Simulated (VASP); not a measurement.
## HC6: single point with PBE

The system is HC6, a wire with vacuum.

```
C H
1.0
     4.93269    0.00000    0.00000
     0.00000    8.52230    0.00000
     0.00000    0.00000   22.94161
C H
12 2
Direct
  0.00000 0.00000 0.17436
  0.50000 0.00000 0.17436
  0.25000 0.00000 0.20539
  0.75000 0.00000 0.20539
  0.25000 0.00000 0.26746
  0.75000 0.00000 0.26746
  0.00000 0.00000 0.29771
  0.50000 0.00000 0.29771
  0.00000 0.00000 0.36262
  0.50000 0.00000 0.36262
  0.25000 0.00000 0.38976
  0.75000 0.00000 0.38976
  0.15685 0.00000 0.52052
  0.34315 0.00000 0.52052
```

```yaml
Program: VASP 6.6.1
Task: single point
Functional: PBE
Potentials_or_basis: VASP PAW PBE potentials, release 64 (C, H)
Cutoff: 520 eV
k_mesh: 6 × 3 × 1
Occupations: gaussian, width 0.1 eV
Spin: no spin polarisation
Dipole_correction: yes
Further_INCAR_settings: ALGO = Normal; EDIFF = 1e-06; NBANDS = 38
```

The largest force is 3.476 eV/Å. The band gap on the k mesh is 0.09 eV.

Forces on the atoms (eV/Å):
```
C   -0.014  0.000  1.684
C    0.014  0.000  1.684
C    0.000  0.000 -3.282
C    0.000  0.000 -3.259
C    0.000  0.000  1.520
C    0.000  0.000  1.537
C    0.026  0.000  0.017
C   -0.026  0.000  0.017
C   -0.009  0.000  0.025
C    0.009  0.000  0.025
C    0.000  0.000 -0.147
C    0.000  0.000  0.178
H    3.476  0.000  0.001
H   -3.476  0.000  0.001
```

Levels at points of the mesh, in eV from the valence-band top:
```csv
k point,band 21,band 22,band 23,band 24,band 25,band 26,band 27,band 28,band 29,band 30
"(0.00, 0.00, 0.00)",-2.00,-1.94,-0.42,-0.25,-0.23,0.63,0.72,1.05,2.46,2.95
"(0.50, 0.00, 0.00)",-3.57,-1.55,-1.54,-0.01,0.00,0.09,0.10,3.07,3.08,4.99
```

It took 17 min on 1 thread of Oxide Virtual Turin-like Processor, on a shared host, peak memory 0.91 GiB.
